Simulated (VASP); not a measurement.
Wanted: the native input for a VASP 6.6.1 run.

| Quantity | Value |
| --- | --- |
| Task | single point |
| Functional | PBE |
| Potentials or basis | VASP PAW PBE potentials, release 64 (B, W_sv) |
| Cutoff | 520 eV |
| k mesh | 10 × 10 × 10 |
| Occupations | gaussian, width 0.1 eV |
| Spin | no spin polarisation |
| Dipole correction | no |
| k mesh for the DOS | 15 × 15 × 15 |
| Occupations for the DOS | tetrahedron |
| Further INCAR settings | ALGO = Normal; EDIFF = 1e-06; NBANDS = 38 |

B5W3:

```
CELL_PARAMETERS angstrom
-2.72479 2.72479 2.72479
2.72479 -2.72479 2.72479
2.72479 2.72479 -2.72479
ATOMIC_POSITIONS crystal
B 0.00000 0.00000 0.00000
B 0.00000 0.00000 0.50000
B 0.00000 0.50000 0.00000
B 0.50000 0.00000 0.00000
B 0.50000 0.50000 0.50000
W 0.00000 0.50000 0.50000
W 0.50000 0.50000 0.00000
W 0.50000 0.00000 0.50000
```

The input as run:

POSCAR

```
B5W3
1.0
   -2.7247939461      2.7247939461      2.7247939461
    2.7247939461     -2.7247939461      2.7247939461
    2.7247939461      2.7247939461     -2.7247939461
B W
5 3
Direct
    0.0000000000      0.0000000000      0.0000000000
    0.0000000000      0.0000000000      0.5000000000
    0.0000000000      0.5000000000      0.0000000000
    0.5000000000      0.0000000000      0.0000000000
    0.5000000000      0.5000000000      0.5000000000
    0.0000000000      0.5000000000      0.5000000000
    0.5000000000      0.5000000000      0.0000000000
    0.5000000000      0.0000000000      0.5000000000
```

INCAR.step1

```
SYSTEM = B5W3
PREC = Accurate
ENCUT = 520
EDIFF = 1E-6
ISMEAR = 0
SIGMA = 0.1
LREAL = .False.
LASPH = .True.
NELM = 60
ALGO = Normal
ISIF = 2
LWAVE = .False.
LCHARG = .True.
LMAXMIX = 4
GGA = PE
NBANDS = 38
```

KPOINTS.step1

```
regular mesh
0
Gamma
  10 10 10
  0 0 0
```

INCAR.step2

```
SYSTEM = B5W3
PREC = Accurate
ENCUT = 520
EDIFF = 1E-6
ISMEAR = -5
SIGMA = 0.1
LREAL = .False.
LASPH = .True.
NELM = 60
ALGO = Normal
ISIF = 2
LWAVE = .False.
LCHARG = .False.
LMAXMIX = 4
GGA = PE
LORBIT = 11
NBANDS = 38
NEDOS = 2001
ICHARG = 11
```

KPOINTS.step2

```
regular mesh
0
Gamma
  15 15 15
  0 0 0
```

Potentials or basis: VASP PAW PBE potentials, release 64 (B, W_sv).

Launch:

```sh
$ cat potpaw_PBE.64/B/POTCAR potpaw_PBE.64/W_sv/POTCAR > POTCAR
$ cp INCAR.step1 INCAR
$ cp KPOINTS.step1 KPOINTS
$ mpirun -np 1 vasp_std > vasp.out
$ cp INCAR.step2 INCAR
$ cp KPOINTS.step2 KPOINTS
$ mpirun -np 1 vasp_std > vasp.out
```

Results of the run:

* Valence electrons inside the program's atomic spheres: B 1.51, 1.76 (each value once); W 12.24

Caveat: an odd number of electrons without spin polarisation forces a metal; a magnetic or distorted state may lie lower.

Run time: 10 min on 1 thread of Intel Xeon 8259CL, with other jobs on the host, peak memory 0.39 GiB.
